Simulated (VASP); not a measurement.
Here is a VASP 6.6.1 calculation.

INCAR

```
PREC = Accurate
ENCUT = 520
EDIFF = 1E-6
ISMEAR = 0
SIGMA = 0.15
LREAL = F
LASPH = T
NELM = 100
ALGO = Fast
ISIF = 2
LWAVE = F
LCHARG = F
GGA = PS
NBANDS = 22
```

File KPOINTS:

```
Automatic mesh
0
Gamma
  18 18 12
```

File POSCAR:

```
Rh
1.0
    2.7309790422      0.0000000000      0.0000000000
   -1.3654895211      2.3650972278      0.0000000000
    0.0000000000      0.0000000000      4.4284890000
Rh
2
Direct
    0.6258258160      0.3034357556      0.7500000000
    0.3333333333      0.6666666667      0.2500000000
```

Potentials or basis: VASP PAW PBE potentials, release 64 (Rh_pv).

Command:

```sh
$ cat potpaw_PBE.64/Rh_pv/POTCAR > POTCAR
$ mpirun -np 1 vasp_std > vasp.out
```

Question: Predict the largest force.

Answer: 0.353 eV/Å.

Question: Predict the band gap on the k mesh.

Answer: Zero (bands 15 and 16 overlap by 2.40 eV).

Question: Predict the pressure.

Answer: -13.3 GPa.

Stress tensor (GPa, compression positive):
```
-13.56  -0.54   0.00
 -0.54 -12.28   0.00
  0.00   0.00 -14.10
```

Caveat: the cell differs from its parent crystal (atom 1 (Rh) moved by (-0.100, +0.000) A along [1 1 0] and z); the cell stands under tension; the PAW data sets were made with another functional, which shifts forces and pressure a little.
